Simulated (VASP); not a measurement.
A run of VASP 6.6.1 is set up as follows.

The input POSCAR:

```
Si7Ge
1.0
    5.5217677192     -0.0420485419      0.0409641850
   -0.0420485419      5.3426999678     -0.1103554168
    0.0409641850     -0.1103554168      5.7380294476
Si Ge
7 1
Direct
    0.2471576485      0.2433691010      0.2596761401
    0.0036253273      0.4907474830      0.5275916196
    0.5322661545      0.5135772221      0.0744802090
    0.5015370244      0.0352495469      0.4895322447
    0.7375900158      0.2820182831      0.7491502206
    0.7464549489      0.6957837172      0.2149339898
    0.2525444910      0.7709587822      0.7369018251
   -0.0211756104     -0.0317041355     -0.0522662490
```

The input INCAR.step1:

```
SYSTEM = Si7Ge
  PREC = Accurate
  ENCUT = 520
  ISMEAR = 0
  SIGMA = 0.05
  LREAL = .False.
  LASPH = .True.
  NELM = 100
  NBANDS = 31
  GGA = PE
  ALGO = Normal
  EDIFF = 1E-4
  LWAVE = .True.
  LCHARG = .False.
```

File INCAR.step2:

```
SYSTEM = Si7Ge
  PREC = Accurate
  ENCUT = 520
  EDIFF = 1E-6
  ISMEAR = 0
  SIGMA = 0.05
  LREAL = .False.
  LASPH = .True.
  NELM = 100
  ALGO = Normal
  ISIF = 2
  LWAVE = .False.
  LCHARG = .False.
  METAGGA = R2SCAN
  LMIXTAU = .True.
  NBANDS = 31
  ISTART = 1
```

File KPOINTS:

```
Automatic mesh
0
Gamma
  6 6 6
  0 0 0
```

Potentials or basis: VASP PAW PBE potentials, release 64 (Si, Ge_d).

Run with:

```bash
$ cat potpaw_PBE.64/Si/POTCAR potpaw_PBE.64/Ge_d/POTCAR > POTCAR
$ cp INCAR.step1 INCAR
$ mpirun -np 1 vasp_std > vasp.out
$ cp INCAR.step2 INCAR
$ mpirun -np 1 vasp_std > vasp.out
```

(1) Predict the band gap on the k mesh.

(2) Estimate the pressure.

(3) Predict the largest force.

Results:

(1) zero (bands 21 and 22 overlap by 0.13 eV).

(2) 7.9 GPa.

(3) 21.847 eV/Å.

Caveat: the cell differs from its parent crystal (atoms moved at random and the cell strained at random); the cell stands under pressure; semilocal functionals underestimate gaps, so a narrow gap can read as zero; the PAW data sets were made with another functional, which shifts forces and pressure a little.
